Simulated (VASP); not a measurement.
Set up this calculation in VASP 6.6.1, as the native input.

- Task: single point
- Functional: PBEsol
- Potentials or basis: VASP PAW PBE potentials, release 64 (Nb_sv, As)
- Cutoff: 520 eV
- k mesh: 10 × 10 × 10
- Occupations: gaussian, width 0.05 eV
- Spin: no spin polarisation
- Dipole correction: no
- Further INCAR settings: ALGO = Normal; EDIFF = 1e-07; NBANDS = 16

The structure of NbAs lies in POSCAR:

```
NbAs
1.0
    0.0000000000      2.7033702769      2.7033702769
    2.7033702769      0.0000000000      2.7033702769
    2.7033702769      2.7033702769      0.0000000000
Nb As
1 1
Direct
    0.0000000000      0.0000000000      0.0000000000
    0.2500000000      0.2500000000      0.2500000000
```

One way to write it, as run:

INCAR

```
SYSTEM = NbAs
PREC     = Accurate       ! precision mode
ENCUT    = 520            ! plane-wave cutoff, eV
EDIFF    = 1E-7           ! SCF threshold, eV
ISMEAR   = 0              ! smearing method
SIGMA    = 0.05           ! smearing width, eV
LREAL    = .False.        ! projectors in reciprocal space
LASPH    = .True.         ! aspherical terms in the spheres
NELM     = 60             ! most SCF steps
ALGO     = Normal         ! electronic algorithm
ISIF     = 2              ! what is computed and relaxed
LWAVE    = .False.        ! write WAVECAR
LCHARG   = .False.        ! write CHGCAR
GGA      = PS             ! functional
NBANDS   = 16             ! bands
```

KPOINTS

```
Automatic mesh
0
Gamma
  10 10 10
  0 0 0
```

Potentials or basis: VASP PAW PBE potentials, release 64 (Nb_sv, As).

The run is started by

```sh
$ cat potpaw_PBE.64/Nb_sv/POTCAR potpaw_PBE.64/As/POTCAR > POTCAR
$ mpirun -np 1 vasp_std > vasp.out
```

Results of the run:

- Pressure: 27.3 GPa
- Band gap on the k mesh: zero (band 9 reaches 8.45 eV, above the bottom of band 10 at 7.72 eV)

Caveat: the PAW data sets were made with another functional, which shifts forces and pressure a little.

Run time: 13 s on 1 thread of Intel(R) Xeon(R) 6975P-C (Granite Rapids), on a shared host, peak memory 0.17 GiB.
